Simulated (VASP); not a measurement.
**Al: single point with r2SCAN0**

The system is Al.

```
Al
1.0
    -0.02046    1.97065    2.04383
     2.00266    0.00997    2.01341
     2.05929    1.99687   -0.04667
Al
1
Direct
  0.00000 0.00000 0.00000
```

```
Program             : VASP 6.6.1
Task                : single point
Functional          : r2SCAN0
Potentials or basis : VASP PAW PBE potentials, release 64 (Al)
Cutoff              : 520 eV
k mesh              : 6 × 7 × 6
Occupations         : fermi-dirac, width 0.05 eV
Spin                : no spin polarisation
```

| Item | Value |
| --- | --- |
| Pressure | -3.7 GPa |
| Band gap on the k mesh | zero (an odd number of electrons rules out a gap without spin polarisation) |

Stress tensor (GPa, compression positive):
```
-6.08  0.76  3.00
 0.76 -1.18 -1.15
 3.00 -1.15 -3.85
```

Levels at points of the mesh, in eV from the Fermi level:
| k point | band 1 | band 2 | band 3 | band 4 | band 5 | band 6 |
| --- | --- | --- | --- | --- | --- | --- |
| (0.00, 0.00, 0.00) | -13.65 | 13.54 | 14.61 | 14.93 | 15.12 | 16.04 |
| (0.50, 0.00, 0.00) | -6.09 | -5.67 | 13.03 | 13.08 | 13.20 | 13.49 |
| (0.00, 0.00, 0.50) | -6.29 | -6.09 | 13.21 | 13.35 | 13.66 | 14.03 |
| (0.50, 0.00, 0.50) | -3.60 | -1.73 | 5.59 | 5.90 | 6.99 | 10.23 |

Run time: 27 min on 1 thread of AMD EPYC 7R43 64-Core Processor (Zen 3), with other jobs on the host, peak memory 0.12 GiB.

Caveat: the k points lie up to 0.45 Å⁻¹ apart, too coarse for converged energies and pressures of a metal; the PAW data sets were made with another functional, which shifts forces and pressure a little.
